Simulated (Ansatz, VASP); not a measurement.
## SrO in VASP and in Ansatz

```
Sr O
1.0
     4.44083    0.00000    0.00000
    -2.22042    3.84587    0.00000
     0.00000    0.00000    5.35022
Sr O
2 2
Cartesian
  0.0000 2.5639 -0.3344
  2.2204 1.2820 2.3407
  0.0000 2.5639 2.3407
  2.2204 1.2820 5.0158
```

Change from the starting cell: hydrostatic strain +4.0%.

Alike in both runs: task single point; functional r2SCAN; k mesh 12 × 12 × 6; no spin polarisation.

|  | VASP | Ansatz |
| --- | --- | --- |
| version | VASP 6.6.1 | Ansatz 0.2.0 |
| potentials or method | VASP PAW PBE potentials, release 64 (Sr_sv, O) | plane waves, PAW |
| plane-wave cutoff (eV) | 520 | 500 |
| occupations | gaussian, width 0.01 eV | fixed |
| valence electrons in the cell | 32 | 32 |

Ansatz gave:

- gap on the k mesh at the Fermi level (eV): 2.67
- pressure (GPa): -6.9
- traceless stress, the component that is largest in VASP (GPa): -0.46

Q: Which values does VASP return?

A: gap on the k mesh at the Fermi level (eV): 2.66; pressure (GPa): -6.6; traceless stress, the component that is largest in VASP (GPa): -0.45.

VASP's potentials were made for PBE, not for r2SCAN.
